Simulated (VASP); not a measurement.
Input of a VASP 6.6.1 run:

INCAR

```
PREC     = Accurate       # precision mode
ENCUT    = 600            # plane-wave cutoff, eV
EDIFF    = 1E-7           # SCF threshold, eV
ISMEAR   = 0              # smearing method
SIGMA    = 0.1            # smearing width, eV
LREAL    = F              # projectors in reciprocal space
LASPH    = T              # aspherical terms in the spheres
NELM     = 80             # most SCF steps
ALGO     = Normal         # electronic algorithm
ISIF     = 3              # what is computed and relaxed
LWAVE    = F              # write WAVECAR
LCHARG   = F              # write CHGCAR
GGA      = CA             # functional
IBRION   = 2              # ionic algorithm
NSW      = 70             # ionic steps
EDIFFG   = -0.005         # ionic threshold
```

Contents of KPOINTS:

```
Automatic mesh
0
Gamma
  18 18 14
```

POSCAR

```
TaN
1.0
    2.9501846714      0.0000000000      0.0000000000
   -1.4750923357      2.5549348713      0.0000000000
    0.0000000000      0.0000000000      2.8977715837
Ta N
1 1
Direct
    0.3333333333      0.6666666667      0.5000000000
    0.0000000000      0.0000000000      0.0000000000
```

Potentials or basis: VASP PAW LDA potentials, release 64 (Ta_pv, N).

Launch:

```sh
$ cat potpaw_LDA.64/Ta_pv/POTCAR potpaw_LDA.64/N/POTCAR > POTCAR
$ mpirun -np 1 vasp_std > vasp.out
```

(1) Estimate the space group after relaxing (to 0.1 Å).

(2) What does it give for the relaxed volume?

(3) What does it give for the band gap on the k mesh?

## Answers

(1) P-6m2 (No. 187).

(2) 10.48 Å³/atom.

(3) zero (bands 8 and 9 overlap by 0.37 eV).

Caveat: spin-orbit coupling is left out, which moves the levels of the heavy elements.
